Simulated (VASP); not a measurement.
Write the native input for VASP 6.6.1 that does the following.

```yaml
Task: single point
Functional: PBE
Potentials_or_basis: VASP PAW PBE potentials, release 64 (Al)
Cutoff: 520 eV
k_mesh: 20 × 20 × 12
Occupations: gaussian, width 0.15 eV
Spin: no spin polarisation
Dipole_correction: no
Further_INCAR_settings: ALGO = Fast; EDIFF = 1e-06; NBANDS = 10
```

The structure of Al lies in POSCAR:

```
Al
1.0
   -1.5528098305      1.5528098305      1.6175102401
    1.5528098305     -1.5528098305      1.6175102401
    3.1056196609      3.1056196609      0.0000000000
Al
2
Direct
    0.0781637664     -0.0781637664      0.0000000000
    0.4218362336      0.5781637664      0.5000000000
```

These files were run (other wordings do the same):

INCAR

```
PREC     = Accurate       # precision mode
ENCUT    = 520            # plane-wave cutoff, eV
EDIFF    = 1E-6           # SCF threshold, eV
ISMEAR   = 0              # smearing method
SIGMA    = 0.15           # smearing width, eV
LREAL    = False          # projectors in reciprocal space
LASPH    = True           # aspherical terms in the spheres
NELM     = 60             # most SCF steps
ALGO     = Fast           # electronic algorithm
ISIF     = 2              # what is computed and relaxed
LWAVE    = False          # write WAVECAR
LCHARG   = False          # write CHGCAR
GGA      = PE             # functional
NBANDS   = 10             # bands
```

KPOINTS

```
Automatic mesh
0
Gamma
  20 20 12
```

Potentials or basis: VASP PAW PBE potentials, release 64 (Al).

The run is started by

```sh
$ cat potpaw_PBE.64/Al/POTCAR > POTCAR
$ mpirun -np 1 vasp_std > vasp.out
```

It gave:

```
Pressure               : 8.4 GPa
Largest force          : 0.283 eV/Å
Band gap on the k mesh : zero (band 3 reaches 13.92 eV, above the bottom of band 4 at 4.59 eV)
```

It took 110 s on 1 thread of Intel(R) Xeon(R) Platinum 8488C (Sapphire Rapids), with other jobs on the host, peak memory 0.29 GiB.
